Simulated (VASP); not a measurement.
A run of VASP 6.6.1:

File INCAR:

```
ALGO = Normal ; EDIFF = 1E-6
ENCUT = 520 ; GGA = PS
ISIF = 2 ; ISMEAR = 0
KPAR = 4 ; LASPH = True
LCHARG = False ; LREAL = False
LWAVE = False ; NBANDS = 40
NELM = 80 ; PREC = Accurate
SIGMA = 0.15
```

Contents of KPOINTS:

```
k-points
0
Gamma
  12 12 12
```

POSCAR

```
HfN
1.0
   -3.1277072714      0.0000000000      0.0000000000
    0.0000000000      5.4173479053      0.0000000000
    1.5638536357     -2.7086739526     -5.3909358698
Hf N
4 4
Direct
    0.1139964372      0.7928599469      0.2513244206
    0.6360035628      0.2904733865      0.2486755794
    0.8677124643      0.2062782530      0.7487969806
    0.3822875357      0.7103884136      0.7512030194
    0.9981360826     -0.0057577135      0.9964307101
    0.5018639174      0.5057577135      1.0035692899
    0.7506134578      0.7457918373      0.4946553989
    0.2493865422      0.2542081627      0.5053446011
```

Potentials or basis: VASP PAW PBE potentials, release 64 (Hf_pv, N).

The run is started by

```console
$ cat potpaw_PBE.64/Hf_pv/POTCAR potpaw_PBE.64/N/POTCAR > POTCAR
$ mpirun -np 4 vasp_std > vasp.out
```

Hardware: 4 MPI ranks on Intel(R) Xeon(R) 6975P-C (Granite Rapids), with other jobs on the host.

**Question.** How long does it take, and how much memory?

**Answer.** It took 5 min on 4 MPI ranks on Intel(R) Xeon(R) 6975P-C (Granite Rapids), with other jobs on the host, peak memory 2 GiB a rank. Counts: scf iterations 14, k points 868.
